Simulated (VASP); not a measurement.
Input of a VASP 6.6.1 run:

The input POSCAR:

```
Ge
1.0
    3.9357139709      0.0000000000      0.0000000000
   -1.9678569854      3.4084282808      0.0000000000
    0.0000000000      0.0000000000      6.5036702955
Ge
4
Direct
    0.6666666667      0.3333333333      0.0630876627
    0.3333333333      0.6666666667      0.5630876627
    0.6666666667      0.3333333333      0.4369123373
    0.3333333333      0.6666666667      0.9369123373
```

INCAR.step1

```
ALGO = Normal ; EDIFF = 1E-4
ENCUT = 520 ; GGA = PE
ISMEAR = 0 ; LASPH = T
LCHARG = F ; LREAL = F
LWAVE = T ; NBANDS = 36
NELM = 60 ; PREC = Accurate
SIGMA = 0.01
```

The input INCAR.step2:

```
ALGO = Normal ; EDIFF = 1E-6
ENCUT = 520 ; ISIF = 2
ISMEAR = 0 ; ISTART = 1
LASPH = T ; LCHARG = F
LMIXTAU = T ; LREAL = F
LWAVE = F ; METAGGA = R2SCAN
NBANDS = 36 ; NELM = 60
PREC = Accurate ; SIGMA = 0.01
```

The input KPOINTS:

```
k-points
0
Gamma
  12 12 6
```

Potentials or basis: VASP PAW PBE potentials, release 64 (Ge_d).

Launch:

```sh
$ cat potpaw_PBE.64/Ge_d/POTCAR > POTCAR
$ cp INCAR.step1 INCAR
$ mpirun -np 1 vasp_std > vasp.out
$ cp INCAR.step2 INCAR
$ mpirun -np 1 vasp_std > vasp.out
```

(1) What does it give for the band gap on the k mesh?

(2) What does it give for the pressure?

Answers

(1) 0.20 eV.

(2) 3.6 GPa.

Caveat: the cell differs from its parent crystal (equal strain along all axes, cell held: -1.5 %, then relaxed in part); the cell stands under pressure; semilocal functionals underestimate gaps, and a narrow one can read as zero; the PAW data sets were made with another functional, which shifts forces and pressure a little.
